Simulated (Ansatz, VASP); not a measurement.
This is a calculation of NaCu for VASP 6.6.1.

The input INCAR:

```
ALGO = Normal ; EDIFF = 1E-7
ENCUT = 520 ; GGA = RP
ISIF = 2 ; ISMEAR = -1
LASPH = True ; LCHARG = False
LMAXMIX = 4 ; LREAL = False
LWAVE = False ; NBANDS = 16
NELM = 100 ; PREC = Accurate
SIGMA = 0.05
```

Contents of KPOINTS:

```
k-points
0
Gamma
  9 9 7
```

Contents of POSCAR:

```
NaCu
1.0
    2.9422367500      0.0000000000      0.0000000000
    0.0000000000      2.9422367500      0.0000000000
    0.0000000000      0.0000000000      4.0409127600
Na Cu
1 1
Direct
    0.0000000000      0.0000000000      0.0000000000
    0.5000000000      0.5000000000      0.5000000000
```

KPOINTS_OPT

```
path GXMGZRAZ,XR,MA
15
line-mode
reciprocal
 0.0000000000  0.0000000000  0.0000000000  G
 0.0000000000  0.5000000000  0.0000000000  X

 0.0000000000  0.5000000000  0.0000000000  X
 0.5000000000  0.5000000000  0.0000000000  M

 0.5000000000  0.5000000000  0.0000000000  M
 0.0000000000  0.0000000000  0.0000000000  G

 0.0000000000  0.0000000000  0.0000000000  G
 0.0000000000  0.0000000000  0.5000000000  Z

 0.0000000000  0.0000000000  0.5000000000  Z
 0.0000000000  0.5000000000  0.5000000000  R

 0.0000000000  0.5000000000  0.5000000000  R
 0.5000000000  0.5000000000  0.5000000000  A

 0.5000000000  0.5000000000  0.5000000000  A
 0.0000000000  0.0000000000  0.5000000000  Z

 0.0000000000  0.5000000000  0.0000000000  X
 0.0000000000  0.5000000000  0.5000000000  R

 0.5000000000  0.5000000000  0.0000000000  M
 0.5000000000  0.5000000000  0.5000000000  A
```

Potentials or basis: VASP PAW PBE potentials, release 64 (Na_pv, Cu).

Run with:

```console
$ cat potpaw_PBE.64/Na_pv/POTCAR potpaw_PBE.64/Cu/POTCAR > POTCAR
$ mpirun -np 1 vasp_std > vasp.out
```

Task: Set up the same calculation for Ansatz 0.2.0. Potentials there: Ansatz PAW.

Result: As run (the cutoff follows the program's own potentials):

Contents of input.yaml:

```yaml
crystal:
  lattice:
    - [2.94223675, 0.0, 0.0]
    - [0.0, 2.94223675, 0.0]
    - [0.0, 0.0, 4.04091276]
  atoms:
    - { symbol: Na, position: [0.0, 0.0, 0.0] }
    - { symbol: Cu, position: [0.5, 0.5, 0.5] }
hamiltonian:
  xc: rpbe
  pseudopotentials: { kind: paw }
kpoints:
  mp_grid: { grid: [9, 9, 7] }
  band_path:
    path:
      - [[0.0, 0.0, 0.0], [0.0, 0.5, 0.0], [0.5, 0.5, 0.0], [0.0, 0.0, 0.0], [0.0, 0.0, 0.5], [0.0, 0.5, 0.5], [0.5, 0.5, 0.5], [0.0, 0.0, 0.5]]
      - [[0.0, 0.5, 0.0], [0.0, 0.5, 0.5]]
      - [[0.5, 0.5, 0.0], [0.5, 0.5, 0.5]]
    npoints: 14
scf:
  occupations: { method: fermi_dirac, width: 0.05 }
  n_extra_bands: 6
output:
  forces: true
  stress: true
  eigenvalues: true
  fatbands: false
```

Potentials or basis: Ansatz PAW.

Run with:

```bash
$ ansatz run input.yaml --threads 2 --pin off --max-ram 5632MiB --backend cpu --events-out ev --progress --plain --runs-dir out
```

Both were run:

|  | VASP | Ansatz | Ansatz less VASP |
| --- | --- | --- | --- |
| gap on the k mesh at the Fermi level (eV) | none | none | - |
| pressure (GPa) | 5.5 | 5.4 | -0.13 |
| traceless stress, the component that is largest in VASP (GPa) | 2.35 | 2.42 | +0.066 |

VASP's potentials were made for PBE, not for RPBE. A gap of «none» marks a metal or a gap that the smearing closes. VASP's potentials hold 18 valence electrons a cell and Ansatz's 28, so a difference there can come from the potentials and not from the codes.
